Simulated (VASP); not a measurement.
# H (Cmce) in VASP: relaxation of cell and atoms with PBE

Aim: the relaxation of cell and atoms of H with PBE.

Program: VASP 6.6.1. These are calculated values, not measurements. Logs are shortened: lines on timing, memory, paths and dates and some standing lists are left out, and cuts for length are marked.

**1. The cell of the first run**

It takes space group Cmce (No. 64, orthorhombic). Conventional cell: a = 5.247 Å, b = 5.134 Å, c = 4.142 Å, α = 90.00°, β = 90.00°, γ = 90.00°. Within 1.0 Å of H (site symmetry m) lie 1 H at 0.74 Å.

**2. Relaxation of cell and atoms, PBE**

Contents of INCAR:

```
SYSTEM = H
ALGO = Normal
EDIFF = 1E-7
EDIFFG = -0.005
ENCUT = 910
GGA = PE
GGA_COMPAT = .FALSE.
IBRION = 2
ISIF = 3
ISMEAR = 0
LASPH = .TRUE.
LCHARG = .FALSE.
LREAL = .FALSE.
LWAVE = .FALSE.
NELM = 120
NELMIN = 4
NSW = 100
PREC = Accurate
SIGMA = 0.02
```

Contents of KPOINTS:

```
k-points
0
G
  6 6 6
  0 0 0
```

Contents of POSCAR:

```
H
1.0
    2.6234813799     -2.5669048168      0.0000000000
    2.6234813799      2.5669048168      0.0000000000
    0.0000000000      0.0000000000      4.1418180000
H
4
Direct
    0.9532956300      0.0467043700      0.0685088900
    0.4532956300      0.5467043700      0.4314911100
    0.5467043700      0.4532956300      0.5685088900
    0.0467043700      0.9532956300      0.9314911100
```

Potentials or basis: VASP PAW PBE potentials, release 64 (H_h).

The run is started by

```bash
$ cat potpaw_PBE.64/H_h/POTCAR > POTCAR
$ mpirun -np 1 vasp_std > vasp.out
```

OUTCAR:

```text
SYSTEM = H
   EDIFF = 1E-7
   EDIFFG = -0.005
   ENCUT = 910
   GGA = PE
   IBRION = 2
   ISIF = 3
   ISMEAR = 0
   LASPH = .TRUE.
   LREAL = .FALSE.
   NELM = 120
   NELMIN = 4
   NSW = 100
   PREC = Accurate

 ion  position               nearest neighbor table
   1  0.953  0.047  0.069-   4 0.74
   2  0.453  0.547  0.431-   3 0.74
   3  0.547  0.453  0.569-   2 0.74
   4  0.047  0.953  0.931-   1 0.74

  LATTYP: Found a base centered orthorhombic cell.
 ALAT       =     5.1338096336
 B/A-ratio  =     1.0220407717
 C/A-ratio  =     0.8067728053

  Lattice vectors:

 A1 = (  -2.6234813799,  -2.5669048168,   0.0000000000)
 A2 = (   2.6234813799,  -2.5669048168,   0.0000000000)
 A3 = (   0.0000000000,   0.0000000000,   4.1418180000)

Analysis of symmetry for initial positions (statically):
=====================================================================
 Subroutine PRICEL returns:
 Original cell was already a primitive cell.

 Routine SETGRP: Setting up the symmetry group for a
 base centered orthorhombic supercell.

 Subroutine GETGRP returns: Found  8 space group operations
 (whereof  4 operations were pure point group operations)
 out of a pool of  8 trial point group operations.

The static configuration has the point symmetry C_2h.
 The point group associated with its full space group is D_2h.

Analysis of symmetry for dynamics (positions and initial velocities):
=====================================================================
 Subroutine PRICEL returns:
 Original cell was already a primitive cell.

 Routine SETGRP: Setting up the symmetry group for a
 base centered orthorhombic supercell.

 Subroutine GETGRP returns: Found  8 space group operations
 (whereof  4 operations were pure point group operations)
 out of a pool of  8 trial point group operations.

The dynamic configuration has the point symmetry C_2h.
 The point group associated with its full space group is D_2h.

 Subroutine INISYM returns: Found  8 space group operations
 (whereof  4 operations are pure point group operations),
 and found     1 'primitive' translations

----------------------------------------------------------------------------------------

                                     Primitive cell

  volume of cell :      55.7839

  direct lattice vectors                    reciprocal lattice vectors
[... 101 lines left out ...]
   PSTRESS=    0.0 pullay stress
   NELECT =       4.0000    total number of electrons
   NUPDOWN=      -1.0000    fix difference up-down
   EMIN   =  10.00;   EMAX   =-10.00  energy-range for DOS
   EFERMI =   0.00;   METHOD = LEGACY
   ISMEAR =     0;   SIGMA  =   0.02  broadening in eV -4-tet -1-fermi 0-gaus
   EFERMI_NEDOS =   21; number of points for ismear=-14 and -15
   IALGO  =     38    algorithm
   IMIX   =      4    mixing-type and parameters
     AMIX     =   0.40;   BMIX     =  1.00
     AMIX_MAG =   1.60;   BMIX_MAG =  1.00
  volume/ion in A,a.u.               =      13.95        94.11
  Fermi-wavevector in a.u.,A,eV,Ry     =   0.680130  1.285259  6.293739  0.462577
  Thomas-Fermi vector in A             =   1.758530
   LORBIT       =      0    0 simple, 1 ext, 2 COOP (PROOUT), +10 PAW based schemes
   GGA     = PE    functional components
   LHFCALC =     F    Hartree Fock is set to
   AEXX    =    0.0000 exact exchange contribution
   IVDW    =     0    specifies the selected vdW correction
   LEPSILON=     F    determine dielectric tensor
   LRPA    =     F    only Hartree local field effects (RPA)
 conjugate gradient relaxation of ions
 non-spin polarized calculation
 Gauss-broadening in eV      SIGMA  =   0.02
  energy-cutoff  :      910.00
  volume of cell :       55.78
 maximum number of plane-waves:      3510
   NGX = 19   NGY = 19   NGZ = 21

--------------------------------------- Ionic step        1  -------------------------------------------

 number of electron       4.0000000 magnetization

 Free energy of the ion-electron system (eV)
  ---------------------------------------------------
  ext. energy  EPLUGINS =         0.00000000
  ---------------------------------------------------
  free energy    TOTEN  =       -13.57362231 eV

  energy without entropy =      -13.57362231  energy(sigma->0) =      -13.57362231

------------------------ aborting loop because EDIFF is reached ----------------------------------------

  FORCE on cell =-STRESS in cart. coord.  units (eV):
  Direction    XX          YY          ZZ          XY          YZ          ZX
  --------------------------------------------------------------------------------------
  -------------------------------------------------------------------------------------
  Total       -0.0075952      0.1495391      0.2388772      0.0000000      0.0000000      0.0000000
  in kB       -0.2181431      4.2949348      6.8608284      0.0000000      0.0000000      0.0000000
  external PRESSURE =       3.6458734 kB  Pullay stress =       0.0000000 kB
[... 63 lines left out ...]
--------------------------------------- Ionic step        3  -------------------------------------------

 number of electron       4.0000000 magnetization

 Free energy of the ion-electron system (eV)
  ---------------------------------------------------
  ext. energy  EPLUGINS =         0.00000000
  ---------------------------------------------------
  free energy    TOTEN  =       -13.57564999 eV

  energy without entropy =      -13.57564999  energy(sigma->0) =      -13.57564999

 E-fermi :  -8.3911     XC(G=0):  -4.9304

 val. band max:       -8.5294794414   @ k =   0.0000   0.0000   0.0000
 cond. band min:       0.6640536189   @ k =   0.5000  -0.0000   0.5000
 fundamental gap:      9.1935330603
 Fermi energy:        -8.3910532575

 k-point     1 :       0.0000    0.0000    0.0000
  band No.  band energies     occupation
      1     -10.3275      2.00000
      2      -8.5295      2.00000
      3       2.7699      0.00000
      4       4.1192      0.00000
      5       4.5244      0.00000
      6       6.6926      0.00000
[... 199 lines left out ...]
 k-point    24 :       0.5000    0.3333    0.1667
  band No.  band energies     occupation
      1      -9.1350      2.00000
      2      -9.0075      2.00000
      3       1.3328      0.00000
      4       2.2519      0.00000
      5       4.0255      0.00000
      6       5.4015      0.00000

 [... further k-points ...]

------------------------ aborting loop because EDIFF is reached ----------------------------------------

  FORCE on cell =-STRESS in cart. coord.  units (eV):
  Direction    XX          YY          ZZ          XY          YZ          ZX
  --------------------------------------------------------------------------------------
  -------------------------------------------------------------------------------------
  Total       -0.0062123     -0.0173505      0.0057574      0.0000000      0.0000000      0.0000000
  in kB       -0.1781993     -0.4976998      0.1651518      0.0000000      0.0000000      0.0000000
  external PRESSURE =      -0.1702491 kB  Pullay stress =       0.0000000 kB
[... 19 lines left out ...]
  FREE ENERGIE OF THE ION-ELECTRON SYSTEM (eV)
  ---------------------------------------------------
  free  energy   TOTEN  =       -13.5756499913 eV

  energy  without entropy=      -13.5756499913  energy(sigma->0) =      -13.57564999

 reached required accuracy - stopping structural energy minimisation
```

OSZICAR:

```text
N       E                     dE             d eps       ncg     rms          rms(c)
DAV:   1    -0.691866199154E+01   -0.69187E+01   -0.16992E+03   624   0.715E+02
DAV:   2    -0.144555036024E+02   -0.75368E+01   -0.74322E+01   828   0.671E+01
DAV:   3    -0.147812821957E+02   -0.32578E+00   -0.32578E+00   822   0.140E+01
[... 20 lines left out ...]
DAV:   2    -0.135758490624E+02    0.46373E-03   -0.12555E-03   684   0.357E-01    0.121E-01
DAV:   3    -0.135756479263E+02    0.20114E-03   -0.79424E-04   804   0.152E-01    0.918E-03
DAV:   4    -0.135756485252E+02   -0.59895E-06   -0.11715E-05   672   0.321E-02    0.578E-03
DAV:   5    -0.135756499879E+02   -0.14626E-05   -0.11141E-06   672   0.122E-02    0.535E-04
DAV:   6    -0.135756499913E+02   -0.34082E-08   -0.54985E-09   540   0.721E-04
   3 F= -.13575650E+02 E0= -.13575650E+02  d E =-.202768E-02
```

Wall time 39 s (1 thread of Intel Xeon Platinum 8375C at 2.90GHz (Ice Lake), shared host); peak memory 0.22 GiB.

What came out:

* Free energy: -13.5756 eV
* Relaxed volume: 13.96 Å³/atom
* Relaxed cell: a = 3.671 Å, b = 3.671 Å, c = 4.145 Å, α = 90.00°, β = 90.00°, γ = 88.78°
* Space group after relaxing (to 0.1 Å): Cmce (No. 64)
* Energy gained by relaxing: 0.5 meV/atom
* Ionic steps: 3
* Pressure after relaxing: 0.0 GPa
* Band gap on the k mesh: 9.19 eV (least direct gap 9.81 eV)

Step by step:
```tsv
step	energy change (eV)	largest force (eV/Å)	pressure (GPa)	volume (Å³)
1	0.0000	0.2687	0.36	55.78
2	0.0114	0.6509	-0.97	56.04
3	-0.0020	0.0011	-0.02	55.85
```

Final structure:
```xyz
4
Lattice="2.6234 -2.5682 0.0000 2.6234 2.5682 0.0000 0.0000 0.0000 4.1451" Properties=species:S:1:pos:R:3 pbc="T T T"
H     2.6234   -2.3260    0.2867
H     2.6234    0.2422    1.7858
H     2.6234   -0.2422    2.3593
H     2.6234    2.3260    3.8584
```

Levels at points of the mesh, in eV from the valence-band top:
```
           k point  band 1  band 2  band 3  band 4  band 5
(0.00, 0.00, 0.00)   -1.80    0.00   11.30   12.65   13.05
(0.50, 0.00, 0.00)   -0.76   -0.76   10.77   10.77   13.82
(0.50, 0.50, 0.00)   -0.59   -0.42    9.52   10.39   14.04
(0.00, 0.00, 0.50)   -0.90   -0.90   10.44   10.44   15.58
(0.50, 0.00, 0.50)   -0.62   -0.62    9.19    9.19   15.91
(0.50, 0.50, 0.50)   -0.40   -0.40   10.92   10.92   12.55
```

Caveat: this functional lacks dispersion, which holds the molecules together, so the pressure and a relaxed volume are unreliable. A k mesh can miss the band edges.
